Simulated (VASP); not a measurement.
# Al16BN15 (a cell with a defect): single point with PBE

Al16BN15 (a cell with a defect):

```xyz
32
Lattice="6.2595 0.0000 0.0000 -3.1298 5.4209 0.0000 0.0000 0.0000 10.0348" Properties=species:S:1:pos:R:3 pbc="T T T"
Al    1.5953    0.8836    2.5105
Al   -0.0188    1.8165    4.9985
Al    1.5567    0.9090    7.5386
Al    0.0101    1.7986   10.0659
Al    0.0399    3.6172    2.5263
Al   -1.5653    4.5889    5.0289
Al   -0.0102    3.6049    7.5502
Al   -1.5481    4.5087    9.9946
Al    4.7103    0.8655    2.5252
Al    3.0684    1.7719    5.0255
Al    4.6967    0.9162    7.5506
Al    3.1430    1.7947    9.9956
Al    3.2152    3.5624    2.4395
Al    1.5142    4.5456    5.1272
Al    3.1246    3.6179    7.4328
Al    1.5849    4.5031   10.0092
N     1.5270    0.9256    4.4014
N     0.0306    1.7878    1.9260
N     1.5500    0.9103    9.4253
N     0.0057    1.8022    6.9210
N    -0.0277    3.6497    4.4317
N    -1.4828    4.5111    1.8259
N     0.0035    3.5917    9.4357
N    -1.5262    4.5322    6.9653
N     4.6495    0.9076    4.4305
N     3.1738    1.7372    1.8266
N     4.7111    0.9073    9.4371
N     3.1377    1.7683    6.9646
N     1.6139    4.4880    1.8660
N     3.1341    3.6097    9.3862
N     1.5293    4.5381    7.0180
B     3.0969    3.6343    4.4170
```

```
Program                : VASP 6.6.1
Task                   : single point
Functional             : PBE
Potentials or basis    : VASP PAW PBE potentials, release 64 (Al, N, B)
Cutoff                 : 520 eV
k mesh                 : 1 × 1 × 1, shifted
Occupations            : gaussian, width 0.01 eV
Spin                   : collinear spin
Fixed moment           : 1 μB
Dipole correction      : no
Charge                 : -1
Further INCAR settings : LREAL = Auto; ALGO = Normal; EDIFF = 1e-06; NBANDS = 89; ISYM = -1; NELECT = 127.0
```

```json
{"Largest force": "0.031 eV/Å", "Net moment": "1.00 μB per cell", "Site moments": "Al +0.00, -0.00, +0.02, +0.03, +0.01, +0.04 (each value once); N -0.00, +0.00, +0.05, +0.02, +0.04 (each value once); B +0.29 μB", "Valence electrons inside the program's atomic spheres": "Al 0.80, 0.83, 0.82, 0.87, 0.84, 0.85, 0.79, 0.81 (each value once); N 3.88, 3.84, 3.86, 3.85, 3.83 (each value once); B 2.13"}
```

Forces in eV/Å, atoms in the order of the input:
```
Al  -0.001  0.000  0.001
Al  -0.002  0.014  0.000
Al  -0.001  0.001  0.001
Al   0.002 -0.002 -0.002
Al  -0.001  0.002  0.003
Al   0.016  0.006  0.003
Al  -0.001 -0.001  0.004
Al   0.000 -0.005  0.000
Al   0.001 -0.002  0.001
Al  -0.006 -0.008  0.029
Al  -0.001  0.005  0.003
Al   0.007 -0.001 -0.011
Al  -0.011  0.023 -0.005
Al  -0.013  0.002 -0.001
Al  -0.004 -0.002 -0.008
Al   0.007 -0.003  0.003
N    0.004 -0.006 -0.001
N    0.002  0.002  0.002
N   -0.003  0.001 -0.005
N    0.000 -0.001 -0.006
N   -0.002 -0.004  0.001
N    0.001  0.000  0.005
N    0.000  0.001 -0.006
N    0.001 -0.001 -0.002
N    0.000 -0.003 -0.001
N    0.002 -0.005  0.006
N   -0.003  0.002 -0.002
N    0.000 -0.002 -0.007
N    0.006 -0.003 -0.001
N   -0.001  0.001  0.007
N    0.000 -0.003 -0.004
B    0.002 -0.008 -0.007
```

Wall time 110 s on 1 thread of AMD EPYC 9R45 96-Core Processor (Zen 5), on a shared host, peak memory 0.54 GiB.

Caveat: the cell carries a net charge on a neutralising background, which shifts energy and pressure; the total moment is fixed, so each spin has its own Fermi level and the state may be an excited one.
